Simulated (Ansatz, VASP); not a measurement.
## Rh in VASP and in Ansatz

INCAR

```
SYSTEM = Rh
PREC = Accurate
ENCUT = 520
EDIFF = 1E-6
ISMEAR = 0
SIGMA = 0.1
LREAL = .False.
LASPH = .True.
NELM = 150
ALGO = Normal
ISIF = 2
LWAVE = .False.
LCHARG = .True.
MAGMOM = 0 0 0
LORBIT = 11
LSORBIT = .True.
GGA_COMPAT = .False.
LORBMOM = .True.
LMAXMIX = 4
GGA = PE
LVHAR = .True.
NBANDS = 26
```

Contents of KPOINTS:

```
Automatic mesh
0
Gamma
  18 18 18
  0 0 0
```

File POSCAR:

```
Rh
1.0
    0.0000000000      1.9149890286      1.9149890286
    1.9149890286      0.0000000000      1.9149890286
    1.9149890286      1.9149890286      0.0000000000
Rh
1
Direct
    0.0000000000      0.0000000000      0.0000000000
```

Input for Ansatz:

```yaml
crystal:
  lattice:
    - [0.0, 1.9149890286, 1.9149890286]
    - [1.9149890286, 0.0, 1.9149890286]
    - [1.9149890286, 1.9149890286, 0.0]
  atoms:
    - { symbol: Rh, position: [0.0, 0.0, 0.0] }
basis:
  ecutwfc: 420
kpoints:
  mp_grid: { grid: [18, 18, 18] }
  band_path:
    path:
      - [[0.0, 0.0, 0.0], [0.5, 0.0, 0.5], [0.625, 0.25, 0.625]]
      - [[0.375, 0.375, 0.75], [0.0, 0.0, 0.0], [0.5, 0.5, 0.5], [0.5, 0.25, 0.75], [0.5, 0.0, 0.5]]
    npoints: 10
hamiltonian:
  xc: pbe
scf:
  occupations: { method: gaussian, width: 0.1 }
output:
  forces: true
  stress: true
  eigenvalues: true
  populations: true
  dos: { projected: true, de: 0.02 }
  bader: false
  write_density: true
  write_potential: true
  elf: true
  volumetric_format: npy
magnetization:
  noncollinear: true
  spin_orbit: true
```

Alike in both runs: task single point; functional PBE; k mesh 18 × 18 × 18; occupations gaussian, width 0.1 eV; non-collinear spin, spin-orbit coupling.

|  | VASP | Ansatz |
| --- | --- | --- |
| version | VASP 6.6.1 | Ansatz 0.2.0 |
| potentials or method | VASP PAW PBE potentials, release 64 (Rh_pv), cutoff 520 eV | plane waves, PAW |
| valence electrons in the cell | 15 | 17 |

VASP gave:

```
pressure (GPa)           : 0.3
net moment per atom (μB) : 0.00
```

Task: Which values does Ansatz return?

Result: Pressure (GPa): 0.2; net moment per atom (μB): 0.00.

VASP's potentials hold 15 valence electrons a cell and Ansatz's 17, so a difference there can come from the potentials and not from the codes.
